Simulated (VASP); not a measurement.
# Ti (Im-3m) in VASP: further runs

Ti is run at these levels: PBEsol; tasks: single point.

All numbers are computed with VASP 6.6.1; they aren't measurements. Logs are shortened: lines on timing, memory, paths and dates and some standing lists are left out, and cuts for length are marked.

**1. The cell of the first run**

It takes space group Im-3m (No. 229, cubic). Conventional cell: a = 3.210 Å, b = 3.210 Å, c = 3.210 Å, α = 90.00°, β = 90.00°, γ = 90.00°. Within 3.7 Å of Ti (site symmetry m-3m) lie 14 Ti at 2.78 to 3.21 Å.

**2. Single point, PBEsol, collinear spin, ferromagnetic start**

INCAR reads:

```
SYSTEM = Ti
  PREC = Accurate
  ENCUT = 520
  EDIFF = 1E-6
  ISMEAR = 0
  SIGMA = 0.15
  LREAL = .FALSE.
  LASPH = .TRUE.
  NELM = 150
  ALGO = Normal
  ISIF = 2
  LWAVE = .FALSE.
  LCHARG = .FALSE.
  ISPIN = 2
  MAGMOM = 0.625
  LORBIT = 11
  NUPDOWN = 0.625
  LMAXMIX = 4
  GGA = PS
  NBANDS = 16
```

KPOINTS reads:

```
Automatic mesh
0
G
  22 22 22
  0 0 0
```

POSCAR reads:

```
Ti
1.0
   -1.6051145456      1.6051145456      1.6051145456
    1.6051145456     -1.6051145456      1.6051145456
    1.6051145456      1.6051145456     -1.6051145456
Ti
1
Direct
    0.0000000000      0.0000000000      0.0000000000
```

Potentials or basis: VASP PAW PBE potentials, release 64 (Ti_sv).

On the command line:

```sh
$ cat potpaw_PBE.64/Ti_sv/POTCAR > POTCAR
$ mpirun -np 1 vasp_std > vasp.out
```

OUTCAR:

```text
SYSTEM = Ti
   PREC = Accurate
   ENCUT = 520
   EDIFF = 1E-6
   ISMEAR = 0
   LREAL = .FALSE.
   LASPH = .TRUE.
   NELM = 150
   ISIF = 2
   ISPIN = 2
   LORBIT = 11
   NUPDOWN = 0.625
   GGA = PS

 ion  position               nearest neighbor table
   1  0.000  0.000  0.000-

  LATTYP: Found a body centered cubic cell.
 ALAT       =     3.2102290912

  Lattice vectors:

 A1 = (  -1.6051145456,   1.6051145456,   1.6051145456)
 A2 = (   1.6051145456,  -1.6051145456,   1.6051145456)
 A3 = (   1.6051145456,   1.6051145456,  -1.6051145456)

Analysis of symmetry for initial positions (statically):
=====================================================================
 Subroutine PRICEL returns:
 Original cell was already a primitive cell.

 Routine SETGRP: Setting up the symmetry group for a
 body centered cubic supercell.

 Subroutine GETGRP returns: Found 48 space group operations
 (whereof 48 operations were pure point group operations)
 out of a pool of 48 trial point group operations.

The static configuration has the point symmetry O_h .

Analysis of symmetry for dynamics (positions and initial velocities):
=====================================================================
 Subroutine PRICEL returns:
 Original cell was already a primitive cell.

 Routine SETGRP: Setting up the symmetry group for a
 body centered cubic supercell.

 Subroutine GETGRP returns: Found 48 space group operations
 (whereof 48 operations were pure point group operations)
 out of a pool of 48 trial point group operations.

The dynamic configuration has the point symmetry O_h .

Analysis of structural, dynamic, and magnetic symmetry:
=====================================================================
 Subroutine PRICEL returns:
 Original cell was already a primitive cell.

 Routine SETGRP: Setting up the symmetry group for a
 body centered cubic supercell.

 Subroutine GETGRP returns: Found 48 space group operations
 (whereof 48 operations were pure point group operations)
 out of a pool of 48 trial point group operations.

The overall configuration has the point symmetry O_h .

 Subroutine INISYM returns: Found 48 space group operations
 (whereof 48 operations are pure point group operations),
 and found     1 'primitive' translations

----------------------------------------------------------------------------------------

                                     Primitive cell

  volume of cell :      16.5416

  direct lattice vectors                    reciprocal lattice vectors
    -1.605114546  1.605114546  1.605114546     0.000000000  0.311504248  0.311504248
     1.605114546 -1.605114546  1.605114546     0.311504248  0.000000000  0.311504248
     1.605114546  1.605114546 -1.605114546     0.311504248  0.311504248  0.000000000

  length of vectors
     2.780139945  2.780139945  2.780139945     0.440533533  0.440533533  0.440533533

  position of ions in fractional coordinates (direct lattice)
     0.000000000  0.000000000  0.000000000

  ion indices of the primitive-cell ions
   primitive index   ion index
                 1           1

----------------------------------------------------------------------------------------

 KPOINTS: Automatic mesh

Automatic generation of k-mesh.
 Grid dimensions read from file:
 generate k-points for:   22   22   22

 Generating k-lattice:

  Cartesian coordinates                     Fractional coordinates (reciprocal lattice)
     0.000000000  0.014159284  0.014159284     0.045454545  0.000000000  0.000000000
     0.014159284  0.000000000  0.014159284     0.000000000  0.045454545  0.000000000
     0.014159284  0.014159284  0.000000000     0.000000000  0.000000000  0.045454545

  Length of vectors
     0.020024251  0.020024251  0.020024251

  Shift w.r.t. Gamma in fractional coordinates (k-lattice)
     0.000000000  0.000000000  0.000000000

 Subroutine IBZKPT returns following result:
 ===========================================

 Found    328 irreducible k-points:

 Following reciprocal coordinates:
            Coordinates               Weight
  0.000000  0.000000  0.000000      1.000000
  0.045455  0.000000  0.000000     12.000000
  0.090909  0.000000  0.000000     12.000000
  0.136364  0.000000  0.000000     12.000000
  0.181818  0.000000  0.000000     12.000000
  0.227273  0.000000  0.000000     12.000000
[... 16 lines left out ...]
  0.090909  0.090909  0.000000     24.000000
  0.136364  0.090909  0.000000     48.000000
 [... further k-points ...]
   k-points           NKPTS =    328   k-points in BZ     NKDIM =    328   number of bands    NBANDS=     16
   number of dos      NEDOS =    301   number of ions     NIONS =      1
   total plane-waves  NPLWV =  13824
   dimension x,y,z NGX =    24 NGY =   24 NGZ =   24
   dimension x,y,z NGXF=    48 NGYF=   48 NGZF=   48
   ions per type =               1
   NGX,Y,Z   is equivalent  to a cutoff of  14.35, 14.35, 14.35 a.u.
   NGXF,Y,Z  is equivalent  to a cutoff of  28.70, 28.70, 28.70 a.u.
 SYSTEM =  Ti
   PREC   = accura    normal or accurate (medium, high low for compatibility)
   ISTART =      0    job   : 0-new  1-cont  2-samecut
   ICHARG =      2    charge: 1-file 2-atom 10-const
   ISPIN  =      2    spin polarized calculation?
   LNONCOLLINEAR =      F non collinear calculations
   LSORBIT =      F    spin-orbit coupling
   LASPH  =      T    aspherical Exc in radial PAW
   ENCUT  =  520.0 eV  38.22 Ry    6.18 a.u.   5.17  5.17  5.17*2*pi/ulx,y,z
   NELM   =    150;   NELMIN=  2; NELMDL= -5     # of ELM steps
   EDIFF  = 0.1E-05   stopping-criterion for ELM
   LREAL  =      F    real-space projection
   EDIFFG = 0.1E-04   stopping-criterion for IOM
   NSW    =      0    number of steps for IOM
   IBRION =     -1    ionic relax: 0-MD 1-quasi-New 2-CG
   NFREE  =      0    steps in history (QN), initial steepest desc. (CG)
   ISIF   =      2    stress and relaxation
   ISYM   =      2    0-nonsym 1-usesym 2-fastsym
   POTIM  = 0.5000    time-step for ionic-motion
   TEBEG  =    0.0;   TEEND  =   0.0 temperature during run
   PSTRESS=    0.0 pullay stress
   NELECT =      12.0000    total number of electrons
   NUPDOWN=       0.6250    fix difference up-down
   EMIN   =  10.00;   EMAX   =-10.00  energy-range for DOS
   EFERMI =   0.00;   METHOD = LEGACY
   ISMEAR =     0;   SIGMA  =   0.15  broadening in eV -4-tet -1-fermi 0-gaus
   EFERMI_NEDOS =   21; number of points for ismear=-14 and -15
   IALGO  =     38    algorithm
   IMIX   =      4    mixing-type and parameters
     AMIX     =   0.40;   BMIX     =  1.00
     AMIX_MAG =   1.60;   BMIX_MAG =  1.00
  volume/ion in A,a.u.               =      16.54       111.63
  Fermi-wavevector in a.u.,A,eV,Ry     =   1.470988  2.779765 29.440376  2.163807
  Thomas-Fermi vector in A             =   2.586179
   LORBIT       =     11    0 simple, 1 ext, 2 COOP (PROOUT), +10 PAW based schemes
   GGA     = PS    functional components
   LHFCALC =     F    Hartree Fock is set to
   AEXX    =    0.0000 exact exchange contribution
   IVDW    =     0    specifies the selected vdW correction
   LEPSILON=     F    determine dielectric tensor
   LRPA    =     F    only Hartree local field effects (RPA)
 spin polarized calculation
 Gauss-broadening in eV      SIGMA  =   0.15
  energy-cutoff  :      520.00
  volume of cell :       16.54
 maximum number of plane-waves:       466
 NGX is ok and might be reduce to    24
   NGX = 11   NGY = 11   NGZ = 11

 number of electron      12.0000000 magnetization       0.6250000

 Free energy of the ion-electron system (eV)
  ---------------------------------------------------
  ext. energy  EPLUGINS =         0.00000000
  ---------------------------------------------------
  free energy    TOTEN  =        -8.23103486 eV

  energy without entropy =       -8.20526134  energy(sigma->0) =       -8.21814810

 E-fermi :   8.4265     XC(G=0): -11.8581

 val. band max:        8.5148774626   @ k =  -0.3636   0.3636   0.1364
 cond. band min:       8.4299353083   @ k =  -0.3182   0.4091   0.0909
 fundamental gap:     -0.0849421543
 Fermi energy:         8.5244592156

 spin component 1

 k-point     1 :       0.0000    0.0000    0.0000
  band No.  band energies     occupation
      1     -47.9144      1.00000
      2     -23.8032      1.00000
      3     -23.8032      1.00000
      4     -23.8032      1.00000
      5       2.1905      1.00000
      6       9.2551      0.00000
[... 8 lines left out ...]
     15      32.4642      0.00000
     16      36.4164      0.00000

 k-point     2 :       0.0455    0.0000    0.0000
  band No.  band energies     occupation
      1     -47.9112      1.00000
      2     -23.8203      1.00000
      3     -23.8084      1.00000
      4     -23.8033      1.00000
      5       2.2652      1.00000
      6       9.2198      0.00000
[... 8 lines left out ...]
     15      32.5631      0.00000
     16      35.0728      0.00000
[... 387 lines left out ...]
      5       3.0460      1.00000
      6       8.9307      0.00006
[... 8 lines left out ...]
     15      31.0870      0.00000
     16      33.4674      0.00000

 k-point    24 :       0.1364    0.0909    0.0000
  band No.  band energies     occupation
      1     -47.8592      1.00000
      2     -24.0806      1.00000
      3     -23.8746      1.00000
      4     -23.8246      1.00000
      5       3.5039      1.00000
      6       8.7531      0.01556
[... 8 lines left out ...]
     15      31.0505      0.00000
     16      33.4122      0.00000

 [... further k-points ...]

 spin component 2

 k-point     1 :       0.0000    0.0000    0.0000
  band No.  band energies     occupation
      1     -47.5335      1.00000
      2     -23.4214      1.00000
      3     -23.4214      1.00000
      4     -23.4214      1.00000
      5       2.6571      1.00000
      6       9.7594      0.00000
[... 8 lines left out ...]
     15      32.8011      0.00000
     16      36.8044      0.00000

 k-point     2 :       0.0455    0.0000    0.0000
  band No.  band energies     occupation
      1     -47.5302      1.00000
      2     -23.4382      1.00000
      3     -23.4264      1.00000
      4     -23.4215      1.00000
      5       2.7317      1.00000
      6       9.7242      0.00000
[... 8 lines left out ...]
     15      32.9088      0.00000
     16      35.5761      0.00000
[... 387 lines left out ...]
      5       3.5115      1.00000
      6       9.4328      0.00000
[... 8 lines left out ...]
     15      31.5487      0.00000
     16      33.9220      0.00000

 k-point    24 :       0.1364    0.0909    0.0000
  band No.  band energies     occupation
      1     -47.4787      1.00000
      2     -23.6960      1.00000
      3     -23.4919      1.00000
      4     -23.4427      1.00000
      5       3.9690      1.00000
      6       9.2535      0.00000
[... 8 lines left out ...]
     15      31.4570      0.00000
     16      33.9109      0.00000

 [... further k-points ...]
[... 5 lines left out ...]
  --------------------------------------------------------------------------------------
  -------------------------------------------------------------------------------------
  Total        0.0914740      0.0914740      0.0914740      0.0000000      0.0000000     -0.0000000
  in kB        8.8599281      8.8599281      8.8599281      0.0000000      0.0000000     -0.0000000
  external PRESSURE =       8.8599281 kB  Pullay stress =       0.0000000 kB

 VOLUME and BASIS-vectors are now :
 -----------------------------------------------------------------------------
  energy-cutoff  :      520.00
  volume of cell :       16.54
      direct lattice vectors                 reciprocal lattice vectors
    -1.605114546  1.605114546  1.605114546     0.000000000  0.311504248  0.311504248
     1.605114546 -1.605114546  1.605114546     0.311504248  0.000000000  0.311504248
     1.605114546  1.605114546 -1.605114546     0.311504248  0.311504248  0.000000000

 POSITION                                       TOTAL-FORCE (eV/Angst)
 -----------------------------------------------------------------------------------
      0.00000      0.00000      0.00000        -0.000000     -0.000000      0.000000
 -----------------------------------------------------------------------------------
    total drift:                               -0.000000      0.000000      0.000000

  FREE ENERGIE OF THE ION-ELECTRON SYSTEM (eV)
  ---------------------------------------------------
  free  energy   TOTEN  =        -8.2310348592 eV

  energy  without entropy=       -8.2052613362  energy(sigma->0) =       -8.21814810

 total charge

# of ion       s       p       d       tot
------------------------------------------
    1        2.255   6.122   1.951  10.328

 magnetization (x)

# of ion       s       p       d       tot
------------------------------------------
    1        0.004   0.039   0.399   0.442
```

Run time: 54 s. Hardware: 1 thread of Intel Xeon 6975P-C (Granite Rapids), shared host; peak memory 0.24 GiB.

Results:

```
Free energy                                           : -8.2310 eV
Pressure                                              : 0.9 GPa
Net moment                                            : 0.62 μB per cell
Site moments                                          : Ti +0.44 μB
Valence electrons inside the program's atomic spheres : Ti 10.33
```

Caveat: the PAW data sets were made with another functional, which shifts forces and pressure a little; the total moment is fixed, so each spin has its own Fermi level.

**3. Single point, PBEsol, collinear spin, ferromagnetic start**

INCAR reads:

```
SYSTEM = Ti
ALGO = Fast ; EDIFF = 1E-6
ENCUT = 520 ; GGA = PS
ISIF = 2 ; ISMEAR = 0
ISPIN = 2 ; LASPH = .True.
LCHARG = .False. ; LMAXMIX = 4
LORBIT = 11 ; LREAL = .False.
LWAVE = .False. ; MAGMOM = 0.125
NBANDS = 16 ; NELM = 150
NUPDOWN = 0.125 ; PREC = Accurate
SIGMA = 0.15
```

KPOINTS reads:

```
k-points
0
Gamma
  22 22 22
  0 0 0
```

POSCAR is that of step 2.

Potentials or basis: VASP PAW PBE potentials, release 64 (Ti_sv).

On the command line:

```sh
$ cat potpaw_PBE.64/Ti_sv/POTCAR > POTCAR
$ mpirun -np 1 vasp_std > vasp.out
```

OUTCAR:

```text
SYSTEM = Ti
   EDIFF = 1E-6
   ENCUT = 520
   GGA = PS
   ISIF = 2
   ISMEAR = 0
   ISPIN = 2
   LASPH = .True.
   LORBIT = 11
   LREAL = .False.
   NELM = 150
   NUPDOWN = 0.125
   PREC = Accurate

 ion  position               nearest neighbor table
   1  0.000  0.000  0.000-

  LATTYP: Found a body centered cubic cell.
 ALAT       =     3.2102290912

  Lattice vectors:
[... 1115 lines left out ...]
     15      31.2886      0.00000
     16      33.7218      0.00000

 [... further k-points ...]
[... 5 lines left out ...]
  --------------------------------------------------------------------------------------
  -------------------------------------------------------------------------------------
  Total       -0.0172796     -0.0172796     -0.0172796     -0.0000000      0.0000000     -0.0000000
  in kB       -1.6736532     -1.6736532     -1.6736532     -0.0000000      0.0000000     -0.0000000
  external PRESSURE =      -1.6736532 kB  Pullay stress =       0.0000000 kB

 VOLUME and BASIS-vectors are now :
 -----------------------------------------------------------------------------
  energy-cutoff  :      520.00
  volume of cell :       16.54
      direct lattice vectors                 reciprocal lattice vectors
    -1.605114546  1.605114546  1.605114546     0.000000000  0.311504248  0.311504248
     1.605114546 -1.605114546  1.605114546     0.311504248  0.000000000  0.311504248
     1.605114546  1.605114546 -1.605114546     0.311504248  0.311504248  0.000000000

 POSITION                                       TOTAL-FORCE (eV/Angst)
 -----------------------------------------------------------------------------------
      0.00000      0.00000      0.00000         0.000000      0.000000     -0.000000
 -----------------------------------------------------------------------------------
    total drift:                                0.000000      0.000000     -0.000000

  FREE ENERGIE OF THE ION-ELECTRON SYSTEM (eV)
  ---------------------------------------------------
  free  energy   TOTEN  =        -8.2469881529 eV

  energy  without entropy=       -8.2226951054  energy(sigma->0) =       -8.23484163

 total charge

# of ion       s       p       d       tot
------------------------------------------
    1        2.254   6.119   1.955  10.328

 magnetization (x)

# of ion       s       p       d       tot
------------------------------------------
    1        0.001   0.008   0.079   0.088
```

Run time: 73 s. Hardware: 1 thread of Intel Xeon 6975P-C (Granite Rapids), shared host; peak memory 0.24 GiB.

What came out:

```
Free energy                                           : -8.2470 eV
Pressure                                              : -0.2 GPa
Net moment                                            : 0.12 μB per cell
Site moments                                          : Ti +0.09 μB
Valence electrons inside the program's atomic spheres : Ti 10.33
```

Caveat: the PAW data sets were made with another functional, which shifts forces and pressure a little; the total moment is fixed, so each spin has its own Fermi level.

**4. Single point, PBEsol, collinear spin, ferromagnetic start**

This run uses another cell than the first one, of 17.53 Å³/atom, 1.060 times its volume.

INCAR reads:

```
ALGO = Normal ; EDIFF = 1E-7
ENCUT = 520 ; GGA = PS
ISIF = 2 ; ISMEAR = 0
ISPIN = 2 ; LASPH = T
LCHARG = F ; LMAXMIX = 4
LORBIT = 11 ; LREAL = F
LWAVE = F ; MAGMOM = 0.25
NBANDS = 16 ; NELM = 150
NUPDOWN = 0.25 ; PREC = Accurate
SIGMA = 0.15
```

KPOINTS reads:

```
k-points
0
Gamma
  22 22 22
```

POSCAR reads:

```
Ti
1.0
   -1.6365916723      1.6365916723      1.6365916723
    1.6365916723     -1.6365916723      1.6365916723
    1.6365916723      1.6365916723     -1.6365916723
Ti
1
Direct
    0.0000000000      0.0000000000      0.0000000000
```

On the command line:

```sh
$ cat potpaw_PBE.64/Ti_sv/POTCAR > POTCAR
$ mpirun -np 1 vasp_std > vasp.out
```

Run time: 59 s. Hardware: 1 thread of Intel Xeon 6975P-C (Granite Rapids), shared host; peak memory 0.25 GiB.

Results (log left out):

| Quantity | Value |
| --- | --- |
| Free energy | -8.2258 eV |
| Pressure | -6.0 GPa |
| Net moment | 0.25 μB per cell |
| Site moments | Ti +0.17 μB |
| Valence electrons inside the program's atomic spheres | Ti 10.26 |

Caveat: the PAW data sets were made with another functional, which shifts forces and pressure a little; the total moment is fixed, so each spin has its own Fermi level.

**5. The runs side by side**

| fixed moment (μB) | cell | pressure (GPa) | moment (μB) |
| --- | --- | --- | --- |
| 0.625 | a = 2.780 Å, angles 109.5°, 1 atom | 0.9 | 0.62 |
| 0.125 | a = 2.780 Å, angles 109.5°, 1 atom | -0.2 | 0.12 |
| 0.25 | a = 2.835 Å, angles 109.5°, 1 atom | -6.0 | 0.25 |

Alike in all rows: task single point; level PBEsol; potentials or basis VASP PAW PBE potentials, release 64 (Ti_sv); spin collinear, ferromagnetic start; k mesh 22 × 22 × 22; cutoff (eV) 520; smearing gaussian 0.15 eV.

Caveats: the PAW data sets were made with another functional, which shifts forces and pressure a little; the total moment is fixed, so each spin has its own Fermi level.

Total energies depend on the potentials used, so only differences within one code and one set of settings carry meaning.
